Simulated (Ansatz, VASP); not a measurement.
**Nb in VASP and in Ansatz**

The input INCAR:

```
SYSTEM = Nb
PREC = Accurate
ENCUT = 500
EDIFF = 1E-6
ISMEAR = -1
SIGMA = 0.05
LREAL = .False.
LASPH = .True.
NELM = 120
ALGO = Normal
ISIF = 2
LWAVE = .False.
LCHARG = .False.
GGA = RP
IVDW = 13
NBANDS = 12
GGA_COMPAT = .False.
```

File KPOINTS:

```
regular mesh
0
Gamma
  11 11 11
  0 0 0
```

The input POSCAR:

```
Nb
1.0
   -1.6965847559      1.6965847559      1.6965847559
    1.6965847559     -1.6965847559      1.6965847559
    1.6965847559      1.6965847559     -1.6965847559
Nb
1
Direct
    0.0000000000      0.0000000000      0.0000000000
```

Contents of input.yaml:

```yaml
crystal:
  lattice:
    - [-1.6965847559, 1.6965847559, 1.6965847559]
    - [1.6965847559, -1.6965847559, 1.6965847559]
    - [1.6965847559, 1.6965847559, -1.6965847559]
  atoms:
    - { symbol: Nb, position: [0.0, 0.0, 0.0] }
hamiltonian:
  xc: rpbe
  pseudopotentials: { kind: paw }
  dispersion: d4
kpoints:
  mp_grid: { grid: [11, 11, 11] }
scf:
  occupations: { method: fermi_dirac, width: 0.05 }
output:
  forces: true
  stress: true
  eigenvalues: true
```

Alike in both runs: task single point; functional RPBE; dispersion D4; k mesh 11 × 11 × 11; occupations fermi-dirac, width 0.05 eV; no spin polarisation.

|  | VASP | Ansatz |
| --- | --- | --- |
| version | VASP 6.6.1 | Ansatz 0.2.0 |
| potentials or method | VASP PAW PBE potentials, release 64 (Nb_sv) | Ansatz PAW |
| plane-wave cutoff (eV) | 500 | 420 |
| valence electrons in the cell | 13 | 13 |

Ansatz gave:

* gap on the k mesh at the Fermi level (eV): none
* pressure (GPa): -12.3

Task: Which values does VASP return?

Result: gap on the k mesh at the Fermi level (eV): none; pressure (GPa): -12.6.

VASP's potentials were made for PBE, not for RPBE. A gap of «none» marks a metal or a gap that the smearing closes.
